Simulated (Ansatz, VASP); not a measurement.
# One calculation of K, two programs

INCAR

```
SYSTEM = K
PREC = Accurate
ENCUT = 520
EDIFF = 1E-6
ISMEAR = -1
SIGMA = 0.1
LREAL = .False.
LASPH = .True.
NELM = 80
ALGO = Normal
ISIF = 2
LWAVE = .False.
LCHARG = .True.
GGA = PE
LELF = .True.
LVHAR = .True.
NBANDS = 10
```

Contents of KPOINTS:

```
Automatic mesh
0
Gamma
  2 2 2
  0 0 0
```

Contents of POSCAR:

```
K
1.0
   -2.6417142217      2.6417142217      2.6417142217
    2.6417142217     -2.6417142217      2.6417142217
    2.6417142217      2.6417142217     -2.6417142217
K
1
Direct
    0.0000000000      0.0000000000      0.0000000000
```

Input for Ansatz:

```yaml
crystal:
  lattice:
    - [-2.6417142217, 2.6417142217, 2.6417142217]
    - [2.6417142217, -2.6417142217, 2.6417142217]
    - [2.6417142217, 2.6417142217, -2.6417142217]
  atoms:
    - { symbol: K, position: [0.0, 0.0, 0.0] }
hamiltonian:
  xc: pbe
  pseudopotentials:
    kind: paw
    azcp:
      K: "pseudopotentials/K.paw.azcp"
basis:
  ecutwfc: 420
  fft_grid_basis: typed
kpoints:
  mp_grid: { grid: [2, 2, 2], shift: [0, 0, 0] }
magnetization:
  spin_polarized: false
scf:
  occupations: { method: fermi_dirac, width: 0.1 }
  lower_state_search: "off"
output:
  stress: true
```

Alike in both runs: task single point; functional PBE; k mesh 2 × 2 × 2; occupations fermi-dirac, width 0.1 eV; no spin polarisation.

|  | VASP | Ansatz |
| --- | --- | --- |
| version | VASP 6.6.1 | Ansatz 0.2.0 |
| potentials or method | VASP PAW PBE potentials, release 64 (K_sv), cutoff 520 eV | plane waves (420 eV) with PAW, scalar-relativistic |
| valence electrons in the cell | 9 | 9 |

```tsv
	VASP	Ansatz	Ansatz less VASP
pressure (GPa)	0.3	0.3	+0.01
```

With one functional, cell and mesh, what is left measures potentials, basis and numerics.

The k mesh is coarse, so the values compare programs but aren't converged.
